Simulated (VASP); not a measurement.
# Ti (P6/mmm) in VASP: further runs, part 2 of 2

VASP 6.6.1. The steps go on from the part before.

### Step 4. Single point, LDA (volume scaled by 0.94)

Input file INCAR:

```
ALGO     = Fast           # electronic algorithm
EDIFF    = 1E-6           # SCF threshold, eV
ENCUT    = 520            # plane-wave cutoff, eV
ISIF     = 2              # what is computed and relaxed
ISMEAR   = -1             # smearing method
LASPH    = True           # aspherical terms in the spheres
LCHARG   = True           # write CHGCAR
LELF     = True           # ELF
LREAL    = False          # projectors in reciprocal space
LVHAR    = True         
LWAVE    = False          # write WAVECAR
NBANDS   = 25             # bands
NELM     = 100            # most SCF steps
PREC     = Accurate       # precision mode
SIGMA    = 0.05           # smearing width, eV
```

Input file KPOINTS:

```
k-points
0
Gamma
  7 7 9
```

Input file POSCAR:

```
Ti
1.0
    4.4741369374      0.0000000000      0.0000000000
   -2.2370684687      3.8747162478      0.0000000000
    0.0000000000      0.0000000000      2.7685496267
Ti
3
Direct
    0.6666666667      0.3333333333      0.5000000000
    0.3333333333      0.6666666667      0.5000000000
    0.0000000000      0.0000000000      0.0000000000
```

Potentials or basis: VASP PAW LDA potentials, release 64 (Ti_sv).

Run with:

```
> cat potpaw_LDA.64/Ti_sv/POTCAR > POTCAR
> mpirun -np 1 vasp_std > vasp.out
```

It took 4.6 min on 1 thread of Intel Xeon 6975P-C, shared host; peak memory 0.17 GiB.

Results (log left out):

```
Free energy            : -25.7304 eV
Pressure               : -1.7 GPa
Band gap on the k mesh : zero (band 18 reaches 9.05 eV, above the bottom of band 19 at 8.74 eV)
```

Stress tensor (GPa, compression positive):
```
-2.01  0.00  0.00
 0.00 -2.01  0.00
 0.00  0.00 -1.13
```

Levels at points of the mesh, in eV from the Fermi level:
```tsv
k point	band 14	band 15	band 16	band 17	band 18	band 19	band 20	band 21	band 22	band 23
(0.00, 0.00, 0.00)	-2.14	-0.70	-0.70	-0.59	-0.59	-0.03	0.68	1.34	1.34	1.91
```

Caveat: the cell differs from its parent crystal (volume scaled by 0.94).

### Step 5. Single point, LDA (volume scaled by 1.06)

Input file INCAR:

```
PREC     = Accurate       # precision mode
ENCUT    = 520            # plane-wave cutoff, eV
EDIFF    = 1E-6           # SCF threshold, eV
ISMEAR   = -1             # smearing method
SIGMA    = 0.05           # smearing width, eV
LREAL    = F              # projectors in reciprocal space
LASPH    = T              # aspherical terms in the spheres
NELM     = 100            # most SCF steps
ALGO     = Normal         # electronic algorithm
ISIF     = 2              # what is computed and relaxed
LWAVE    = F              # write WAVECAR
LCHARG   = F              # write CHGCAR
GGA      = CA             # functional
NBANDS   = 25             # bands
```

Input file KPOINTS:

```
regular mesh
0
Gamma
  7 7 9
```

Input file POSCAR:

```
Ti
1.0
    4.6569539421      0.0000000000      0.0000000000
   -2.3284769710      4.0330404181      0.0000000000
    0.0000000000      0.0000000000      2.8816748970
Ti
3
Direct
    0.6666666667      0.3333333333      0.5000000000
    0.3333333333      0.6666666667      0.5000000000
    0.0000000000      0.0000000000      0.0000000000
```

Run with:

```
> cat potpaw_LDA.64/Ti_sv/POTCAR > POTCAR
> mpirun -np 1 vasp_std > vasp.out
```

Run time: 90 s. Hardware: 1 thread of Intel Xeon 6975P-C, shared host; peak memory 0.17 GiB.

The run converged. Its results:

| Property | Result |
| --- | --- |
| Free energy | -25.4343 eV |
| Pressure | -13.1 GPa |
| Band gap on the k mesh | zero (band 18 reaches 7.74 eV, above the bottom of band 19 at 7.51 eV) |

Stress tensor (GPa, compression positive):
```
-13.19   0.00   0.00
  0.00 -13.19   0.00
  0.00   0.00 -13.01
```

Levels at points of the mesh, in eV from the Fermi level:
```csv
k point,band 15,band 16,band 17,band 18,band 19,band 20,band 21,band 22
"(0.00, 0.00, 0.00)",-0.67,-0.67,-0.55,-0.55,-0.05,0.62,1.20,1.20
```

Caveat: the cell differs from its parent crystal (volume scaled by 1.06).

### Step 6. Single point, LDA

This run uses another cell than the first one, of 15.85 Å³/atom, 0.931 times its volume.

Input file INCAR:

```
SYSTEM = Ti
PREC = Accurate
ENCUT = 520
EDIFF = 1E-6
ISMEAR = -1
SIGMA = 0.05
LREAL = .FALSE.
LASPH = .TRUE.
NELM = 80
ALGO = Normal
ISIF = 2
LWAVE = .FALSE.
LCHARG = .TRUE.
LELF = .TRUE.
LVHAR = .TRUE.
NBANDS = 25
```

Input file KPOINTS:

```
Automatic mesh
0
G
  7 7 9
  0 0 0
```

Input file POSCAR:

```
Ti
1.0
    4.4530297664      0.0000000000      0.0000000000
   -2.2265148832      3.8564369015      0.0000000000
    0.0000000000      0.0000000000      2.7689558335
Ti
3
Direct
    0.6666666667      0.3333333333      0.5000000000
    0.3333333333      0.6666666667      0.5000000000
    0.0000000000      0.0000000000      0.0000000000
```

Potentials or basis: VASP PAW LDA potentials, release 64 (Ti_sv).

Run with:

```
> cat potpaw_LDA.64/Ti_sv/POTCAR > POTCAR
> mpirun -np 1 vasp_std > vasp.out
```

Run time: 23 s. Hardware: 1 thread of Intel Xeon 6975P-C (Granite Rapids), shared host; peak memory 0.17 GiB.

Results (log left out):

| Property | Result |
| --- | --- |
| Free energy | -25.7327 eV |
| Pressure | -0.1 GPa |
| Band gap on the k mesh | zero (band 18 reaches 9.18 eV, above the bottom of band 19 at 8.84 eV) |

Levels at points of the mesh, in eV from the Fermi level:
```csv
k point,band 16,band 17,band 18,band 19,band 20,band 21
"(0.00, 0.00, 0.00)",-0.70,-0.59,-0.59,-0.01,0.71,1.35
```

### Step 7. Overview

| task | level | potentials or basis | cell | cutoff (eV) | smearing | gap on the mesh (eV) | pressure (GPa) |
| --- | --- | --- | --- | --- | --- | --- | --- |
| single point | PBE | VASP PAW PBE potentials, release 64 (Ti_sv) | a = 4.567, b = 4.567, c = 2.826 Å, angles 90.0, 90.0, 120.0°, 3 atoms | 520 | gaussian 0.022 eV | none | 0.6 |
| relaxation of cell and atoms | PBEsol | VASP PAW PBE potentials, release 64 (Ti_sv) | relaxed to 30 GPa from a = 4.567, b = 4.567, c = 2.826 Å, angles 90.0, 90.0, 120.0°, 3 atoms | 600 | fermi-dirac 0.05 eV | none | 30.0 |
| single point | LDA | VASP PAW LDA potentials, release 64 (Ti_sv) | a = 4.474, b = 4.474, c = 2.769 Å, angles 90.0, 90.0, 120.0°, 3 atoms | 520 | fermi-dirac 0.05 eV | none | -1.7 |
| single point | LDA | VASP PAW LDA potentials, release 64 (Ti_sv) | a = 4.657, b = 4.657, c = 2.882 Å, angles 90.0, 90.0, 120.0°, 3 atoms | 520 | fermi-dirac 0.05 eV | none | -13.1 |
| single point | LDA | VASP PAW LDA potentials, release 64 (Ti_sv) | a = 4.453, b = 4.453, c = 2.769 Å, angles 90.0, 90.0, 120.0°, 3 atoms | 520 | fermi-dirac 0.05 eV | none | -0.1 |

Alike in all rows: no spin polarisation; k mesh 7 × 7 × 9.

Caveats: the cell is relaxed towards a set pressure, so the enthalpy falls and the energy may rise (some runs); the volume moved by over 15 % at a fixed basis, so the end points are rough (some runs); the PAW data sets were made with another functional, which shifts forces and pressure a little (some runs).

Absolute energies hang on the potentials; compare differences alone.
